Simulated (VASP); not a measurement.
Mg2CdN2:

```
Mg Cd N
1.0
     3.55288    0.00000    0.00000
    -1.77644    3.07689    0.00000
     0.00000    0.00000    5.98383
Mg Cd N
2 1 2
Direct
  0.66667 0.33333 0.15344
  0.33333 0.66667 0.84656
  0.00000 0.00000 0.50000
  0.66667 0.33333 0.77223
  0.33333 0.66667 0.22777
```

Base run:

- Program: VASP 6.6.1
- Functional: PBE
- Potentials or basis: VASP PAW PBE potentials, release 64 (Mg, Cd, N)
- Cutoff: 520 eV
- k mesh: 6 × 6 × 4
- Occupations: gaussian, width 0.01 eV
- Spin: no spin polarisation

Its results: band gap on the k mesh 0.35 eV, indirect (least direct gap 0.68 eV); pressure -0.3 GPa; largest force 0.027 eV/Å.

The run is repeated on the same cell with these changes: functional from PBE to revPBE. What comes out?

Band gap on the k mesh 0.38 eV, indirect (least direct gap 0.70 eV); pressure 2.1 GPa; largest force 0.015 eV/Å.

revPBE binds less tightly than PBE, so the same cell stands under more pressure.

Caveats: the PAW data sets were made with another functional, which shifts forces and pressure a little (some runs).

A k mesh can miss the band edges.
